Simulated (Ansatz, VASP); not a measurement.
## NiO2 in VASP and in Ansatz

```
CELL_PARAMETERS angstrom
2.76278 0.00000 0.00000
-1.38139 2.39264 0.00000
0.00000 0.00000 4.20614
ATOMIC_POSITIONS crystal
Ni 0.00000 0.00000 0.50000
O 0.66667 0.33333 0.71862
O 0.33333 0.66667 0.28138
```

Alike in both runs: functional LDA; k mesh 12 × 12 × 6; occupations gaussian, width 0.02 eV; no spin polarisation.

Ansatz relaxed the structure, and its values are those at the end. VASP's run is a single point on that final structure, the one shown.

|  | VASP | Ansatz |
| --- | --- | --- |
| version | VASP 6.6.1 | Ansatz 0.2.0 |
| potentials or method | VASP PAW LDA potentials, release 64 (Ni_sv_GW, O), cutoff 600 eV | scalar-relativistic, plane waves, PAW |
| valence electrons in the cell | 30 | 30 |

```csv
,VASP,Ansatz,Ansatz less VASP
gap on the k mesh at the Fermi level (eV),0.76,0.77,+0.014
least direct gap on the mesh (eV),1.01,1.02,+0.010
pressure (GPa),0.0,0.0,0.00
rms of the force components (eV/Å),0.052,0.000,-0.0511
```

LDA's correlation is that of Perdew and Zunger in VASP and of Perdew and Wang (1992) in Ansatz.
